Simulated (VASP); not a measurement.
# Ru in VASP: single point with PBE

Aim: the single point of Ru with PBE.

Everything below comes from runs of VASP 6.6.1. Logs are shortened: lines on timing, memory, paths and dates and some standing lists are left out, and cuts for length are marked.

## (1) The cell of the first run

The cell holds a sheet with vacuum, 2 atoms: a = 2.658 Å, b = 3.753 Å, c = 24.485 Å, α = 90.00°, β = 90.00°, γ = 110.74°.

## (2) Single point, PBE

INCAR

```
SYSTEM = Ru
PREC = Accurate
ENCUT = 420
EDIFF = 1E-6
ISMEAR = 0
SIGMA = 0.1
LREAL = .False.
LASPH = .True.
NELM = 120
ALGO = Normal
ISIF = 2
LWAVE = .False.
LCHARG = .False.
LDIPOL = .True.
IDIPOL = 3
DIPOL = 0.5 0.5 0.306
GGA = PE
NBANDS = 23
GGA_COMPAT = .False.
NELMDL = -8
```

KPOINTS

```
Automatic mesh
0
Gamma
  6 6 1
  0 0 0
```

POSCAR

```
Ru
1.0
    2.6581840681      0.0000000000      0.0000000000
   -1.3290920341      3.5097184132      0.0000000000
    0.0000000000      0.0000000000     24.4852024000
Ru
2
Direct
    0.6325355457      0.2650710913      0.2813591051
    0.3674644543      0.7349289087      0.3312558023
```

Potentials or basis: VASP PAW PBE potentials, release 64 (Ru_sv).

Run with:

```sh
cat potpaw_PBE.64/Ru_sv/POTCAR > POTCAR
mpirun -np 1 vasp_std > vasp.out
```

OUTCAR:

```text
SYSTEM = Ru
   PREC = Accurate
   ENCUT = 420
   EDIFF = 1E-6
   ISMEAR = 0
   LREAL = .False.
   LASPH = .True.
   NELM = 120
   ISIF = 2
   GGA = PE
   NELMDL = -8

 ion  position               nearest neighbor table
   1  0.633  0.265  0.281-   2 2.23   2 2.45   2 2.45
   2  0.367  0.735  0.331-   1 2.23   1 2.45   1 2.45

  LATTYP: Found a base centered orthorhombic cell.
 ALAT       =     2.6581840681
 B/A-ratio  =     2.6406887735
 C/A-ratio  =     9.2112516563

  Lattice vectors:

 A1 = (   1.3290920341,  -3.5097184132,   0.0000000000)
 A2 = (   1.3290920340,   3.5097184132,   0.0000000000)
 A3 = (   0.0000000000,   0.0000000000,  24.4852024000)

Analysis of symmetry for initial positions (statically):
=====================================================================
 Subroutine PRICEL returns:
 Original cell was already a primitive cell.

 Routine SETGRP: Setting up the symmetry group for a
 base centered orthorhombic supercell.

 Subroutine GETGRP returns: Found  4 space group operations
 (whereof  2 operations were pure point group operations)
 out of a pool of  8 trial point group operations.

The static configuration has the point symmetry C_1h.
 The point group associated with its full space group is C_2h.

Analysis of symmetry for dynamics (positions and initial velocities):
=====================================================================
 Subroutine PRICEL returns:
 Original cell was already a primitive cell.

 Routine SETGRP: Setting up the symmetry group for a
 base centered orthorhombic supercell.

 Subroutine GETGRP returns: Found  4 space group operations
 (whereof  2 operations were pure point group operations)
 out of a pool of  8 trial point group operations.

The dynamic configuration has the point symmetry C_1h.
 The point group associated with its full space group is C_2h.

 Subroutine INISYM returns: Found  4 space group operations
 (whereof  2 operations are pure point group operations),
 and found     1 'primitive' translations

----------------------------------------------------------------------------------------

                                     Primitive cell

  volume of cell :     228.4341

  direct lattice vectors                    reciprocal lattice vectors
     2.658184068  0.000000000  0.000000000     0.376196672  0.142461571  0.000000000
    -1.329092034  3.509718413  0.000000000     0.000000000  0.284923143  0.000000000
     0.000000000  0.000000000 24.485202400     0.000000000  0.000000000  0.040840994

  length of vectors
     2.658184068  3.752946706 24.485202400     0.402267617  0.284923143  0.040840994

  position of ions in fractional coordinates (direct lattice)
     0.632535546  0.265071091  0.281359105
     0.367464454  0.734928909  0.331255802

  ion indices of the primitive-cell ions
   primitive index   ion index
                 1           1
                 2           2

----------------------------------------------------------------------------------------

 KPOINTS: Automatic mesh

Automatic generation of k-mesh.
 Grid dimensions read from file:
 generate k-points for:    6    6    1

 Generating k-lattice:

  Cartesian coordinates                     Fractional coordinates (reciprocal lattice)
     0.062699445  0.023743595  0.000000000     0.166666667  0.000000000  0.000000000
     0.000000000  0.047487190  0.000000000     0.000000000  0.166666667  0.000000000
     0.000000000  0.000000000  0.040840994     0.000000000  0.000000000  1.000000000

  Length of vectors
     0.067044603  0.047487190  0.040840994

  Shift w.r.t. Gamma in fractional coordinates (k-lattice)
     0.000000000  0.000000000  0.000000000

 Subroutine IBZKPT returns following result:
 ===========================================

 Found     13 irreducible k-points:

 Following reciprocal coordinates:
            Coordinates               Weight
  0.000000  0.000000  0.000000      1.000000
  0.166667 -0.000000  0.000000      4.000000
  0.333333  0.000000  0.000000      4.000000
  0.500000 -0.000000  0.000000      2.000000
  0.000000  0.166667  0.000000      2.000000
  0.166667  0.166667  0.000000      4.000000
  0.333333  0.166667  0.000000      4.000000
  0.500000  0.166667  0.000000      4.000000
 -0.333333  0.166667  0.000000      2.000000
  0.000000  0.333333  0.000000      2.000000
  0.166667  0.333333  0.000000      4.000000
  0.333333  0.333333  0.000000      2.000000
  0.000000  0.500000  0.000000      1.000000
   k-points           NKPTS =     13   k-points in BZ     NKDIM =     13   number of bands    NBANDS=     23
   number of dos      NEDOS =    301   number of ions     NIONS =      2
   total plane-waves  NPLWV =  84672
   dimension x,y,z NGX =    18 NGY =   28 NGZ =  168
   dimension x,y,z NGXF=    36 NGYF=   56 NGZF=  336
   ions per type =               2
   NGX,Y,Z   is equivalent  to a cutoff of  11.26, 12.40, 11.41 a.u.
   NGXF,Y,Z  is equivalent  to a cutoff of  22.51, 24.81, 22.81 a.u.
 SYSTEM =  Ru
   PREC   = accura    normal or accurate (medium, high low for compatibility)
   ISTART =      0    job   : 0-new  1-cont  2-samecut
   ICHARG =      2    charge: 1-file 2-atom 10-const
   ISPIN  =      1    spin polarized calculation?
   LNONCOLLINEAR =      F non collinear calculations
   LSORBIT =      F    spin-orbit coupling
   LASPH  =      T    aspherical Exc in radial PAW
   ENCUT  =  420.0 eV  30.87 Ry    5.56 a.u.   4.44  6.27 40.92*2*pi/ulx,y,z
   NELM   =    120;   NELMIN=  2; NELMDL= -8     # of ELM steps
   EDIFF  = 0.1E-05   stopping-criterion for ELM
   LREAL  =      F    real-space projection
   EDIFFG = 0.1E-04   stopping-criterion for IOM
   NSW    =      0    number of steps for IOM
   IBRION =     -1    ionic relax: 0-MD 1-quasi-New 2-CG
   NFREE  =      0    steps in history (QN), initial steepest desc. (CG)
   ISIF   =      2    stress and relaxation
   ISYM   =      2    0-nonsym 1-usesym 2-fastsym
   POTIM  = 0.5000    time-step for ionic-motion
   TEBEG  =    0.0;   TEEND  =   0.0 temperature during run
   PSTRESS=    0.0 pullay stress
   NELECT =      32.0000    total number of electrons
   NUPDOWN=      -1.0000    fix difference up-down
   EMIN   =  10.00;   EMAX   =-10.00  energy-range for DOS
   EFERMI =   0.00;   METHOD = LEGACY
   ISMEAR =     0;   SIGMA  =   0.10  broadening in eV -4-tet -1-fermi 0-gaus
   EFERMI_NEDOS =   21; number of points for ismear=-14 and -15
   IALGO  =     38    algorithm
   IMIX   =      4    mixing-type and parameters
     AMIX     =   0.40;   BMIX     =  1.00
     AMIX_MAG =   1.60;   BMIX_MAG =  1.00
  volume/ion in A,a.u.               =     114.22       770.77
  Fermi-wavevector in a.u.,A,eV,Ry     =   0.850233  1.606707  9.835593  0.722896
  Thomas-Fermi vector in A             =   1.966178
   LORBIT       =      0    0 simple, 1 ext, 2 COOP (PROOUT), +10 PAW based schemes
   GGA     = PE    functional components
   LHFCALC =     F    Hartree Fock is set to
   AEXX    =    0.0000 exact exchange contribution
   IVDW    =     0    specifies the selected vdW correction
   LEPSILON=     F    determine dielectric tensor
   LRPA    =     F    only Hartree local field effects (RPA)
 non-spin polarized calculation
 Gauss-broadening in eV      SIGMA  =   0.10
  energy-cutoff  :      420.00
  volume of cell :      228.43
 maximum number of plane-waves:      4512
 NGX is ok and might be reduce to    18
   NGX =  9   NGY = 13   NGZ = 81

 dipolmoment           0.000000      0.000000     -0.000061 electrons x Angstroem

 number of electron      31.9999986 magnetization

 dipolmoment           0.000000      0.000000      0.000002 electrons x Angstroem

 Free energy of the ion-electron system (eV)
  ---------------------------------------------------
  ext. energy  EPLUGINS =         0.00000000
  ---------------------------------------------------
  free energy    TOTEN  =       -15.20279604 eV

  energy without entropy =      -15.17815544  energy(sigma->0) =      -15.19047574

 E-fermi :  -2.0076     XC(G=0):  -2.5808

 val. band max:       -2.0169798075   @ k =   0.1667   0.1667   0.0000
 cond. band min:      -2.0021599221   @ k =   0.3333   0.0000   0.0000
 fundamental gap:      0.0148198854
 Fermi energy:        -2.0076480432

 k-point     1 :       0.0000    0.0000    0.0000
  band No.  band energies     occupation
      1     -75.2303      2.00000
      2     -74.8225      2.00000
      3     -46.0268      2.00000
      4     -45.1504      2.00000
      5     -44.7024      2.00000
      6     -44.6775      2.00000
[... 15 lines left out ...]
     22       2.3213      0.00000
     23       2.5170      0.00000

 k-point     2 :       0.1667   -0.0000    0.0000
  band No.  band energies     occupation
      1     -75.1964      2.00000
      2     -74.8243      2.00000
      3     -45.9986      2.00000
      4     -45.1738      2.00000
      5     -44.9258      2.00000
      6     -44.6896      2.00000
[... 15 lines left out ...]
     22       3.0124      0.00000
     23       3.1882      0.00000

 k-point     3 :       0.3333    0.0000    0.0000
  band No.  band energies     occupation
      1     -75.1218      2.00000
      2     -74.8343      2.00000
      3     -45.9416      2.00000
      4     -45.3680      2.00000
      5     -45.1697      2.00000
      6     -44.8208      2.00000
[... 15 lines left out ...]
     22       5.0356      0.00000
     23       5.1958      0.00000
[... 209 lines left out ...]
 k-point    12 :       0.3333    0.3333    0.0000
  band No.  band energies     occupation
      1     -75.0526      2.00000
      2     -74.9044      2.00000
      3     -45.9138      2.00000
      4     -45.4143      2.00000
      5     -45.3119      2.00000
      6     -44.7537      2.00000
[... 15 lines left out ...]
     22       4.8328      0.00000
     23       6.4610      0.00000

 k-point    13 :       0.0000    0.5000    0.0000
  band No.  band energies     occupation
      1     -75.0603      2.00000
      2     -74.9952      2.00000
      3     -45.9538      2.00000
      4     -45.5120      2.00000
      5     -44.8354      2.00000
      6     -44.5129      2.00000
[... 15 lines left out ...]
     22       1.5329      0.00000
     23       4.5754      0.00000

------------------------ aborting loop because EDIFF is reached ----------------------------------------

 vacuum level on the upper side and lower side of the slab       (xc-potential included)        -0.007        -0.007

  FORCE on cell =-STRESS in cart. coord.  units (eV):
  Direction    XX          YY          ZZ          XY          YZ          ZX
  --------------------------------------------------------------------------------------
  -------------------------------------------------------------------------------------
  Total       -0.2949144     -0.3350614     -0.2721794      0.0000000      0.0095541     -0.0000000
  in kB       -2.0684525     -2.3500332     -1.9089947      0.0000000      0.0670100     -0.0000000
  external PRESSURE =      -2.1091602 kB  Pullay stress =       0.0000000 kB

 VOLUME and BASIS-vectors are now :
 -----------------------------------------------------------------------------
  energy-cutoff  :      420.00
  volume of cell :      228.43
      direct lattice vectors                 reciprocal lattice vectors
     2.658184068  0.000000000  0.000000000     0.376196672  0.142461571  0.000000000
    -1.329092034  3.509718413  0.000000000     0.000000000  0.284923143  0.000000000
     0.000000000  0.000000000 24.485202400     0.000000000  0.000000000  0.040840994

 POSITION                                       TOTAL-FORCE (eV/Angst)
 -----------------------------------------------------------------------------------
      1.32909      0.93032      6.88913         0.000000     -0.013789     -0.000620
     -0.00000      2.57939      8.11087        -0.000000      0.013789      0.000620
 -----------------------------------------------------------------------------------
    total drift:                               -0.000013     -0.000020      0.000038

  FREE ENERGIE OF THE ION-ELECTRON SYSTEM (eV)
  ---------------------------------------------------
  free  energy   TOTEN  =       -15.2027960367 eV

  energy  without entropy=      -15.1781554440  energy(sigma->0) =      -15.19047574

 vacuum level on the upper side and lower side of the slab         2.423         2.423
```

Run time: 40 s. Hardware: 1 thread of Intel Xeon 6975P-C (Granite Rapids), shared host; peak memory 0.27 GiB.

What came out:

* Free energy: -15.2028 eV
* Largest force: 0.014 eV/Å
* Band gap on the k mesh: zero (bands 16 and 17 overlap by 0.89 eV)

Forces in eV/Å, atoms in the order of the input:
```
Ru   0.000 -0.014 -0.001
Ru   0.000  0.014  0.001
```

Levels at points of the mesh, in eV from the Fermi level:
| k point | band 13 | band 14 | band 15 | band 16 | band 17 | band 18 | band 19 | band 20 |
| --- | --- | --- | --- | --- | --- | --- | --- | --- |
| (0.00, 0.00, 0.00) | -2.22 | -2.12 | -1.84 | -0.37 | -0.27 | 0.19 | 1.32 | 1.66 |
| (0.50, 0.00, 0.00) | -2.23 | -2.07 | 0.02 | 0.27 | 0.72 | 1.40 | 3.07 | 5.97 |
| (0.00, 0.50, 0.00) | -2.16 | -1.71 | -1.05 | -0.73 | 0.33 | 0.55 | 0.92 | 1.67 |

Caveat: the k points lie up to 0.42 Å⁻¹ apart, too coarse for converged energies and pressures of a metal.
